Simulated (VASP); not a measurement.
# Sb in VASP: a series of runs

Sb is run at these levels: PBE, r2SCAN; tasks: single point.

Everything below comes from runs of VASP 6.6.1. Logs are shortened: lines on timing, memory, paths and dates and some standing lists are left out, and cuts for length are marked.

### 1 The cell of the first run

The cell holds a slab with vacuum, 2 atoms: a = 3.900 Å, b = 3.900 Å, c = 26.855 Å, α = 90.00°, β = 90.00°, γ = 120.00°.

### 2 Single point, PBE (strain -5.0%)

File INCAR:

```
SYSTEM = Sb
PREC = Accurate
ENCUT = 520
EDIFF = 1E-7
ISMEAR = -1
SIGMA = 0.02
LREAL = .False.
LASPH = .True.
NELM = 60
ALGO = Normal
ISIF = 2
LWAVE = .False.
LCHARG = .False.
LDIPOL = .True.
IDIPOL = 3
DIPOL = 0.5 0.5 0.345
GGA = PE
NBANDS = 12
```

File KPOINTS:

```
Automatic mesh
0
Gamma
  12 12 1
  0 0 0
```

File POSCAR:

```
Sb
1.0
    3.8999238406      0.0000000000      0.0000000000
   -1.9499619203      3.3774331188      0.0000000000
    0.0000000000      0.0000000000     26.8552477996
Sb
2
Direct
    0.3333333333      0.6666666667      0.3135771594
    0.6666666667      0.3333333333      0.3763298576
```

Potentials or basis: VASP PAW PBE potentials, release 64 (Sb).

Run with:

```sh
$ cat potpaw_PBE.64/Sb/POTCAR > POTCAR
$ mpirun -np 1 vasp_std > vasp.out
```

OUTCAR:

```text
SYSTEM = Sb
   PREC = Accurate
   ENCUT = 520
   EDIFF = 1E-7
   ISMEAR = -1
   LREAL = .False.
   LASPH = .True.
   NELM = 60
   ISIF = 2
   GGA = PE

 ion  position               nearest neighbor table
   1  0.333  0.667  0.314-   2 2.81   2 2.81   2 2.81
   2  0.667  0.333  0.376-   1 2.81   1 2.81   1 2.81

  LATTYP: Found a hexagonal cell.
 ALAT       =     3.8999238406
 C/A-ratio  =     6.8860954463

  Lattice vectors:

 A1 = (   3.8999238406,   0.0000000000,   0.0000000000)
 A2 = (  -1.9499619203,   3.3774331188,   0.0000000000)
 A3 = (   0.0000000000,   0.0000000000,  26.8552477996)

Analysis of symmetry for initial positions (statically):
=====================================================================
 Subroutine PRICEL returns:
 Original cell was already a primitive cell.

 Routine SETGRP: Setting up the symmetry group for a
 hexagonal supercell.

 Subroutine GETGRP returns: Found 12 space group operations
 (whereof  6 operations were pure point group operations)
 out of a pool of 24 trial point group operations.

The static configuration has the point symmetry C_3v.
 The point group associated with its full space group is D_3d.

Analysis of symmetry for dynamics (positions and initial velocities):
=====================================================================
 Subroutine PRICEL returns:
 Original cell was already a primitive cell.

 Routine SETGRP: Setting up the symmetry group for a
 hexagonal supercell.

 Subroutine GETGRP returns: Found 12 space group operations
 (whereof  6 operations were pure point group operations)
 out of a pool of 24 trial point group operations.

The dynamic configuration has the point symmetry C_3v.
 The point group associated with its full space group is D_3d.

 Subroutine INISYM returns: Found 12 space group operations
 (whereof  6 operations are pure point group operations),
 and found     1 'primitive' translations

----------------------------------------------------------------------------------------

                                     Primitive cell

  volume of cell :     353.7301

  direct lattice vectors                    reciprocal lattice vectors
     3.899923841  0.000000000  0.000000000     0.256415264  0.148041422  0.000000000
    -1.949961920  3.377433119  0.000000000     0.000000000  0.296082843  0.000000000
     0.000000000  0.000000000 26.855247800     0.000000000  0.000000000  0.037236670

  length of vectors
[... 91 lines left out ...]
   ISMEAR =    -1;   SIGMA  =   0.02  broadening in eV -4-tet -1-fermi 0-gaus
   EFERMI_NEDOS =   21; number of points for ismear=-14 and -15
   IALGO  =     38    algorithm
   IMIX   =      4    mixing-type and parameters
     AMIX     =   0.40;   BMIX     =  1.00
     AMIX_MAG =   1.60;   BMIX_MAG =  1.00
  volume/ion in A,a.u.               =     176.87      1193.54
  Fermi-wavevector in a.u.,A,eV,Ry     =   0.498713  0.942431  3.383970  0.248715
  Thomas-Fermi vector in A             =   1.505842
   LORBIT       =      0    0 simple, 1 ext, 2 COOP (PROOUT), +10 PAW based schemes
   GGA     = PE    functional components
   LHFCALC =     F    Hartree Fock is set to
   AEXX    =    0.0000 exact exchange contribution
   IVDW    =     0    specifies the selected vdW correction
   LEPSILON=     F    determine dielectric tensor
   LRPA    =     F    only Hartree local field effects (RPA)
 non-spin polarized calculation
  energy-cutoff  :      520.00
  volume of cell :      353.73
 maximum number of plane-waves:      9573
 NGX is ok and might be reduce to    30
   NGX = 15   NGY = 15   NGZ = 99

 dipolmoment           0.000000      0.000000     -0.000000 electrons x Angstroem

 number of electron      10.0000001 magnetization

 dipolmoment           0.000000      0.000000      0.000000 electrons x Angstroem

 Free energy of the ion-electron system (eV)
  ---------------------------------------------------
  ext. energy  EPLUGINS =         0.00000000
  ---------------------------------------------------
  free energy    TOTEN  =        -7.98607793 eV

  energy without entropy =       -7.98607793  energy(sigma->0) =       -7.98607793

 E-fermi :  -1.9879     XC(G=0):  -2.1096

 val. band max:       -2.3176655001   @ k =   0.0000   0.0000   0.0000
 cond. band min:      -1.6560471171   @ k =   0.3333   0.3333   0.0000
 fundamental gap:      0.6616183830
 Fermi energy:        -1.9879454877

 k-point     1 :       0.0000    0.0000    0.0000
  band No.  band energies     occupation
      1     -14.7132      2.00000
      2      -9.4042      2.00000
      3      -3.8570      2.00000
      4      -2.3177      2.00000
      5      -2.3177      2.00000
      6      -0.4306      0.00000
      7       0.4778      0.00000
      8       0.4778      0.00000
      9       1.3779      0.00000
     10       1.6539      0.00000
     11       2.1170      0.00000
     12       2.3881      0.00000
[... 256 lines left out ...]
 k-point    19 :       0.3333    0.3333    0.0000
  band No.  band energies     occupation
      1     -11.3726      2.00000
      2     -11.3726      2.00000
      3      -6.7055      2.00000
      4      -4.8032      2.00000
      5      -4.8032      2.00000
      6      -1.6560      0.00000
      7       0.8209      0.00000
      8       0.8209      0.00000
      9       3.7926      0.00000
     10       5.0860      0.00000
     11       5.0860      0.00000
     12       5.5646      0.00000

------------------------ aborting loop because EDIFF is reached ----------------------------------------

 vacuum level on the upper side and lower side of the slab       (xc-potential included)        -0.007        -0.007

  FORCE on cell =-STRESS in cart. coord.  units (eV):
  Direction    XX          YY          ZZ          XY          YZ          ZX
  --------------------------------------------------------------------------------------
  -------------------------------------------------------------------------------------
  Total        2.4530851      2.4530851      0.7302728      0.0000000      0.0000000      0.0000000
  in kB       11.1109489     11.1109489      3.3076813      0.0000000      0.0000000      0.0000000
  external PRESSURE =       8.5098597 kB  Pullay stress =       0.0000000 kB

 VOLUME and BASIS-vectors are now :
 -----------------------------------------------------------------------------
  energy-cutoff  :      520.00
  volume of cell :      353.73
      direct lattice vectors                 reciprocal lattice vectors
     3.899923841  0.000000000  0.000000000     0.256415264  0.148041422  0.000000000
    -1.949961920  3.377433119  0.000000000     0.000000000  0.296082843  0.000000000
     0.000000000  0.000000000 26.855247800     0.000000000  0.000000000  0.037236670

 POSITION                                       TOTAL-FORCE (eV/Angst)
 -----------------------------------------------------------------------------------
     -0.00000      2.25162      8.42119        -0.000000      0.000000     -0.434422
      1.94996      1.12581     10.10643         0.000000      0.000000      0.434422
 -----------------------------------------------------------------------------------
    total drift:                                0.000000      0.000000      0.000000

  FREE ENERGIE OF THE ION-ELECTRON SYSTEM (eV)
  ---------------------------------------------------
  free  energy   TOTEN  =        -7.9860779299 eV

  energy  without entropy=       -7.9860779286  energy(sigma->0) =       -7.98607793

 vacuum level on the upper side and lower side of the slab         1.923         1.924
```

stdout:

```text
POSCAR found type information on POSCAR Sb
 POSCAR found :  1 types and       2 ions
 scaLAPACK will be used
 LDA part: xc-table for (Slater+PW92), standard interpolation
 POSCAR, INCAR and KPOINTS ok, starting setup
 FFT: planning ... GRIDC
 FFT: planning ... GRID_SOFT
 FFT: planning ... GRID
 WAVECAR not read
 entering main loop
```

It took 71 s on 1 thread of AMD EPYC 9R45 (Zen 5), shared host; peak memory 0.4 GiB.

Results:

- Free energy: -7.9861 eV
- Largest force: 0.434 eV/Å
- Band gap on the k mesh: 0.66 eV (least direct gap 1.89 eV)

Forces in eV/Å, atoms in the order of the input:
```
Sb   0.000  0.000 -0.434
Sb   0.000  0.000  0.434
```

Caveat: the cell differs from its parent crystal (strain -5.0%); semilocal functionals underestimate gaps, and a narrow one can read as zero; spin-orbit coupling is left out, which moves the levels of the heavy elements.

### 3 Single point, PBE

This run uses another cell than the first one.

File INCAR:

```
ALGO = Normal
DIPOL = 0.5 0.5 0.345
EDIFF = 1E-6
ENCUT = 520
GGA = PE
IDIPOL = 3
ISIF = 2
ISMEAR = -1
LASPH = T
LCHARG = T
LDIPOL = T
LELF = T
LREAL = F
LVACPOTAV = T
LVHAR = T
LWAVE = F
NBANDS = 12
NELM = 60
PREC = Accurate
SIGMA = 0.02
```

File KPOINTS:

```
k-points
0
Gamma
  12 12 1
```

File POSCAR:

```
Sb
1.0
    4.1051829901      0.0000000000      0.0000000000
   -2.0525914950      3.5551927566      0.0000000000
    0.0000000000      0.0000000000     26.8552477996
Sb
2
Direct
    0.3333333333      0.6666666667      0.3149797958
    0.6666666667      0.3333333333      0.3749272212
```

Potentials or basis: VASP PAW PBE potentials, release 64 (Sb).

Run with:

```sh
$ cat potpaw_PBE.64/Sb/POTCAR > POTCAR
$ mpirun -np 1 vasp_std > vasp.out
```

Wall time 82 s (1 thread of AMD EPYC 9R45 (Zen 5), shared host); peak memory 0.46 GiB.

It converged, with:

```yaml
Free_energy: -8.0992 eV
Largest_force: 0.368 eV/Å
Band_gap_on_the_k_mesh: 1.36 eV (least direct gap 1.60 eV)
```

Forces on the atoms (eV/Å):
```
Sb   0.000  0.000 -0.368
Sb   0.000  0.000  0.368
```

Levels at points of the mesh, in eV from the valence-band top:
| k point | band 3 | band 4 | band 5 | band 6 | band 7 | band 8 |
| --- | --- | --- | --- | --- | --- | --- |
| (0.00, 0.00, 0.00) | -0.46 | 0.00 | 0.00 | 1.60 | 2.87 | 2.87 |
| (0.50, 0.00, 0.00) | -2.87 | -1.57 | -1.36 | 1.67 | 2.62 | 3.72 |

Caveat: spin-orbit coupling is left out, which moves the levels of the heavy elements.

### 4 Single point, r2SCAN (strain -5.0%)

File POSCAR:

```
Sb
1.0
    3.8999238406      0.0000000000      0.0000000000
   -1.9499619203      3.3774331188      0.0000000000
    0.0000000000      0.0000000000     26.8552477996
Sb
2
Direct
    0.3333333333      0.6666666667      0.3135771594
    0.6666666667      0.3333333333      0.3763298576
```

File INCAR.step1:

```
ALGO = Normal
DIPOL = 0.5 0.5 0.345
EDIFF = 1E-4
ENCUT = 520
GGA = PE
IDIPOL = 3
ISMEAR = 0
LASPH = T
LCHARG = F
LDIPOL = T
LREAL = F
LWAVE = T
NBANDS = 12
NELM = 80
PREC = Accurate
SIGMA = 0.01
```

File INCAR.step2:

```
ALGO = Normal
DIPOL = 0.5 0.5 0.345
EDIFF = 1E-7
ENCUT = 520
IDIPOL = 3
ISIF = 2
ISMEAR = 0
ISTART = 1
LASPH = T
LCHARG = F
LDIPOL = T
LMIXTAU = T
LREAL = F
LWAVE = F
METAGGA = R2SCAN
NBANDS = 12
NELM = 80
PREC = Accurate
SIGMA = 0.01
```

KPOINTS is that of step 3.

Run with:

```sh
$ cat potpaw_PBE.64/Sb/POTCAR > POTCAR
$ cp INCAR.step1 INCAR
$ mpirun -np 1 vasp_std > vasp.out
$ cp INCAR.step2 INCAR
$ mpirun -np 1 vasp_std > vasp.out
```

It took 5.3 min on 1 thread of AMD EPYC 9R45 (Zen 5), shared host; peak memory 0.44 GiB.

The run converged. Its results:

```yaml
Free_energy: -51.1252 eV
Largest_force: 0.118 eV/Å
Band_gap_on_the_k_mesh: 0.86 eV (least direct gap 2.36 eV)
```

Forces on the atoms (eV/Å):
```
Sb   0.000  0.000 -0.118
Sb   0.000  0.000  0.118
```

Levels at points of the mesh, in eV from the valence-band top:
```
           k point  band 1  band 2  band 3  band 4  band 5  band 6  band 7  band 8  band 9  band 10
(0.00, 0.00, 0.00)  -12.89   -7.27   -1.58    0.00    0.00    2.36    2.98    2.98    4.25     4.43
(0.50, 0.00, 0.00)  -10.45   -8.63   -3.88   -2.30   -1.99    1.61    1.94    3.58    4.86     7.25
```

Caveat: the cell differs from its parent crystal (strain -5.0%); the PAW data sets were made with another functional, which shifts forces and pressure a little; spin-orbit coupling is left out, which moves the levels of the heavy elements.

### 5 Summary

| level | cell | smearing | gap on the mesh (eV) | largest force (eV/Å) |
| --- | --- | --- | --- | --- |
| PBE | a = 3.900, b = 3.900, c = 26.855 Å, angles 90.0, 90.0, 120.0°, 2 atoms, atomic positions A | fermi-dirac 0.02 eV | 0.66 | 0.43 |
| PBE | a = 4.105, b = 4.105, c = 26.855 Å, angles 90.0, 90.0, 120.0°, 2 atoms, atomic positions B | fermi-dirac 0.02 eV | 1.36 | 0.37 |
| r2SCAN | a = 3.900, b = 3.900, c = 26.855 Å, angles 90.0, 90.0, 120.0°, 2 atoms, atomic positions A | gaussian 0.01 eV | 0.86 | 0.12 |

Alike in all rows: task single point; potentials or basis VASP PAW PBE potentials, release 64 (Sb); no spin polarisation; k mesh 12 × 12 × 1; cutoff (eV) 520.

Caveats: spin-orbit coupling is left out, which moves the levels of the heavy elements; semilocal functionals underestimate gaps, and a narrow one can read as zero (at least some runs); the PAW data sets were made with another functional, which shifts forces and pressure a little (at least some runs).

Absolute energies hang on the potentials; compare differences alone.
